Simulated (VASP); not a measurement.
Runs of VASP 6.6.1 on Ni. The structure is that of space group Fm-3m (No. 225), or close to it. The cells are those of the table. 

```csv
task,cell,k mesh,cutoff (eV),gap on the mesh (eV),pressure (GPa),moment (μB)
single point,"a = 2.188 Å, angles 60.0°, 1 atom",21 × 21 × 21,520,none,192.9,0.52
single point,"a = 2.489 Å, angles 60.0°, 1 atom",19 × 19 × 19,520,none,-0.1,0.62
single point,"a = 2.191 Å, angles 60.0°, 1 atom",21 × 21 × 21,520,none,(a),0.52
relaxation of cell and atoms,"relaxed to 190 GPa from a = 2.188 Å, angles 60.0°, 1 atom",21 × 21 × 21,600,none,190.0,0.52
relaxation of cell and atoms,"relaxed to 190 GPa from a = 2.191 Å, angles 60.0°, 1 atom",21 × 21 × 21,600,none,190.1,0.52
```

Alike in all rows: level PBE; potentials or basis VASP PAW PBE potentials, release 64 (Ni); spin collinear, ferromagnetic start; smearing fermi-dirac 0.08 eV.

Task: Fill in the values left out.

Result: (a) 188.9.

Caveats: the cell stands under pressure (at least some runs); the cell is relaxed towards a set pressure, so the run minimises the enthalpy, not the energy (at least some runs).

A gap of «none» marks levels without a gap at the run's occupations.
